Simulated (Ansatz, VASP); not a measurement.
## One calculation of InAsS4, two programs

The input INCAR:

```
SYSTEM = InAsS4
PREC = Accurate
ENCUT = 520
EDIFF = 1E-6
ISMEAR = 0
SIGMA = 0.1
LREAL = .False.
LASPH = .True.
NELM = 100
ALGO = Normal
ISIF = 2
LWAVE = .False.
LCHARG = .False.
GGA = PE
NBANDS = 30
```

File KPOINTS:

```
Automatic mesh
0
Gamma
  3 3 4
  0 0 0
```

Contents of POSCAR:

```
InAsS4
1.0
    5.9154507400      0.0000000000      0.0000000000
   -2.9577253700      5.1229306200      0.0000000000
    0.0000000000      0.0000000000      4.7977150200
In As S
1 1 4
Direct
    0.0000000000      0.0000000000      0.0000000000
    0.3333333300      0.6666666700      0.0000000000
    0.6666666700      0.3333333300      0.0000000000
    0.0038460000      0.5019230000      0.5000000000
    0.4980770000      0.5019230000      0.5000000000
    0.4980770000      0.9961540000      0.5000000000
```

Input for Ansatz:

```yaml
crystal:
  lattice:
    - [5.91545074, 0.0, 0.0]
    - [-2.95772537, 5.12293062, 0.0]
    - [0.0, 0.0, 4.79771502]
  atoms:
    - { symbol: In, position: [0.0, 0.0, 0.0] }
    - { symbol: As, position: [0.33333333, 0.66666667, 0.0] }
    - { symbol: S, position: [0.66666667, 0.33333333, 0.0] }
    - { symbol: S, position: [0.003846, 0.501923, 0.5] }
    - { symbol: S, position: [0.498077, 0.501923, 0.5] }
    - { symbol: S, position: [0.498077, 0.996154, 0.5] }
basis:
  ecutwfc: 420
kpoints:
  mp_grid: { grid: [3, 3, 4] }
hamiltonian:
  xc: pbe
scf:
  occupations: { method: gaussian, width: 0.1 }
  lower_state_search: "off"
output:
  forces: true
  stress: true
  eigenvalues: true
```

Change from the starting cell: species swapped into the CeCuPt4 type (P-6m2, No. 187).

Alike in both runs: task single point; functional PBE; k mesh 3 × 3 × 4; occupations gaussian, width 0.1 eV; no spin polarisation.

|  | VASP | Ansatz |
| --- | --- | --- |
| version | VASP 6.6.1 | Ansatz 0.2.0 |
| potentials or method | VASP PAW PBE potentials, release 64 (In_d, As, S), cutoff 520 eV | scalar-relativistic, plane waves, PAW |
| valence electrons in the cell | 42 | 52 |

VASP gave:

| Property | Result |
| --- | --- |
| gap on the k mesh at the Fermi level (eV) | none |
| pressure (GPa) | -7.4 |
| traceless stress, the component that is largest in VASP (GPa) | -4.86 |
| rms of the force components (eV/Å) | 0.048 |

Problem. What did Ansatz give for the same quantities?

Solution. gap on the k mesh at the Fermi level (eV): none; pressure (GPa): -7.4; traceless stress, the component that is largest in VASP (GPa): -4.85; rms of the force components (eV/Å): 0.047.

Atom by atom the forces differ by 0.002 eV/Å (rms over components). A gap of «none» marks a metal or a gap that the smearing closes. With one functional, cell and mesh, what is left measures potentials, basis and numerics. VASP's potentials hold 42 valence electrons a cell and Ansatz's 52, so a difference there can come from the potentials and not from the codes.

The k mesh is coarse, so the values compare programs but aren't converged.
